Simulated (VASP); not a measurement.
Write the native input for VASP 6.6.1 that does the following.

```yaml
Task: single point
Functional: PBE
Potentials_or_basis: VASP PAW PBE potentials, release 64 (Cd)
Cutoff: 500 eV
k_mesh: 3 × 3 × 1
Occupations: gaussian, width 0.1 eV
Spin: no spin polarisation
Dipole_correction: no
Further_INCAR_settings: ALGO = Normal; EDIFF = 1e-06; NBANDS = 19
```

The structure of Cd lies in POSCAR:

```
Cd
1.0
    2.9788725081      0.0000000000      0.0000000000
   -1.4894362540      2.5797792666      0.0000000000
    0.0000000000      0.0000000000      5.6176500000
Cd
2
Direct
    0.3333333333      0.6666666667      0.2500000000
    0.6666666667      0.3333333333      0.7500000000
```

One way to write it, as run:

INCAR

```
SYSTEM = Cd
PREC     = Accurate       ! precision mode
ENCUT    = 500            ! plane-wave cutoff, eV
EDIFF    = 1E-6           ! SCF threshold, eV
ISMEAR   = 0              ! smearing method
SIGMA    = 0.1            ! smearing width, eV
LREAL    = .FALSE.        ! projectors in reciprocal space
LASPH    = .TRUE.         ! aspherical terms in the spheres
NELM     = 120            ! most SCF steps
ALGO     = Normal         ! electronic algorithm
ISIF     = 2              ! what is computed and relaxed
LWAVE    = .FALSE.        ! write WAVECAR
LCHARG   = .FALSE.        ! write CHGCAR
GGA      = PE             ! functional
NBANDS   = 19             ! bands
GGA_COMPAT= .FALSE.
```

KPOINTS

```
regular mesh
0
G
  3 3 1
  0 0 0
```

Potentials or basis: VASP PAW PBE potentials, release 64 (Cd).

Launch:

```bash
$ cat potpaw_PBE.64/Cd/POTCAR > POTCAR
$ mpirun -np 1 vasp_std > vasp.out
```

It gave:

```
Pressure               : 15.7 GPa
Band gap on the k mesh : zero (bands 12 and 13 overlap by 3.07 eV)
```

Caveat: the k points lie up to 1.12 Å⁻¹ apart, too coarse for converged energies and pressures of a metal.

Run time: 7.3 s on 1 thread of Intel Xeon 8259CL, on a shared host, peak memory 0.15 GiB.
